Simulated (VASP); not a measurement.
## Si3BTe2: relaxation of cell and atoms with PBE

The system is Si3BTe2.

```
Si B Te
1.0
     3.12178    0.00000    0.00000
     0.00000    3.12178    0.00000
     0.00000    0.00000   12.67979
Si B Te
3 1 2
Cartesian
  0.0000 0.0000 8.8800
  0.0000 0.0000 3.1034
  1.5609 1.5609 9.9808
  1.5609 1.5609 3.5171
  0.0000 0.0000 0.4633
  1.5609 1.5609 5.7549
```

The cell was generated, and may not be a known phase.

```yaml
Program: VASP 6.6.1
Task: relaxation of cell and atoms
Functional: PBE
Potentials_or_basis: VASP PAW PBE potentials, release 64 (Si, B, Te)
Cutoff: 600 eV
k_mesh: 12 × 12 × 4
Occupations: gaussian, width 0.1 eV
Spin: no spin polarisation
Dipole_correction: no
Further_INCAR_settings: ALGO = Fast; EDIFF = 1e-06; IBRION = 2; EDIFFG = -0.01; NSW = 100; ISIF = 3
```

```yaml
Relaxed_volume: 20.72 Å³/atom
Relaxed_cell: a = 3.134 Å, b = 3.134 Å, c = 12.657 Å, α = 90.00°, β = 90.00°, γ = 90.00°
Space_group_after_relaxing_to_0.1_Å: P4mm (No. 99)
Energy_gained_by_relaxing: 0.5 meV/atom
Ionic_steps: 12
Pressure_after_relaxing: 0.0 GPa
Largest_force_after_relaxing: 0.007 eV/Å
```

Forces in eV/Å, atoms in the order of the input:
```
Si   0.000  0.000  0.004
Si   0.000  0.000 -0.007
Si   0.000  0.000  0.004
B    0.000  0.000  0.002
Te   0.000  0.000 -0.004
Te   0.000  0.000  0.001
```

Step by step:
```tsv
step	energy change (eV)	largest force (eV/Å)	pressure (GPa)	volume (Å³)
1	0.0000	0.1349	0.41	123.57
2	-0.0017	0.0583	-0.21	124.52
3	-0.0018	0.0484	-0.11	124.34
4	-0.0022	0.0387	-0.04	124.23
5	-0.0024	0.0318	0.00	124.17
6	-0.0024	0.0468	0.07	124.06
7	-0.0025	0.0285	0.03	124.14
8	-0.0026	0.0244	0.02	124.18
9	-0.0028	0.0146	-0.02	124.31
10	-0.0028	0.0165	-0.03	124.37
11	-0.0028	0.0119	0.07	124.23
12	-0.0029	0.0073	0.03	124.30
```

Final structure:
```yaml
crystal:
  lattice:
    - [3.13373, 0.00000, 0.00000]
    - [0.00000, 3.13373, 0.00000]
    - [0.00000, 0.00000, 12.65723]
  atoms:
    - { symbol: Si, position: [0.00000, 0.00000, 0.70173] }
    - { symbol: Si, position: [0.00000, 0.00000, 0.24429] }
    - { symbol: Si, position: [0.50000, 0.50000, 0.78629] }
    - { symbol: B, position: [0.50000, 0.50000, 0.27667] }
    - { symbol: Te, position: [0.00000, 0.00000, 0.03634] }
    - { symbol: Te, position: [0.50000, 0.50000, 0.45467] }
```

Levels at points of the mesh, in eV from the Fermi level:
| k point | band 9 | band 10 | band 11 | band 12 | band 13 | band 14 | band 15 | band 16 | band 17 |
| --- | --- | --- | --- | --- | --- | --- | --- | --- | --- |
| (0.00, 0.00, 0.00) | -0.61 | 0.52 | 0.52 | 1.36 | 1.90 | 1.90 | 2.24 | 2.58 | 2.58 |
| (0.50, 0.00, 0.00) | -3.22 | -3.22 | -1.31 | -1.24 | 1.47 | 1.99 | 2.51 | 3.20 | 3.72 |
| (0.50, 0.50, 0.00) | -4.81 | -4.69 | -4.06 | -4.06 | -3.07 | -3.07 | -1.17 | -1.12 | 0.71 |
| (0.00, 0.00, 0.50) | -0.61 | -0.07 | 0.51 | 0.51 | 1.94 | 1.94 | 2.54 | 2.54 | 2.62 |
| (0.50, 0.00, 0.50) | -2.94 | -2.87 | -1.73 | -1.68 | 1.47 | 2.77 | 3.20 | 3.39 | 3.71 |
| (0.50, 0.50, 0.50) | -4.80 | -4.69 | -3.99 | -3.99 | -3.13 | -3.13 | -1.22 | -1.16 | 0.90 |

Wall time 33 min on 1 thread of Oxide Virtual Turin-like Processor, on a shared host, peak memory 0.43 GiB.

Caveat: the highest band is partly filled, so the run has too few bands; spin-orbit coupling is left out, which moves the levels of the heavy elements.
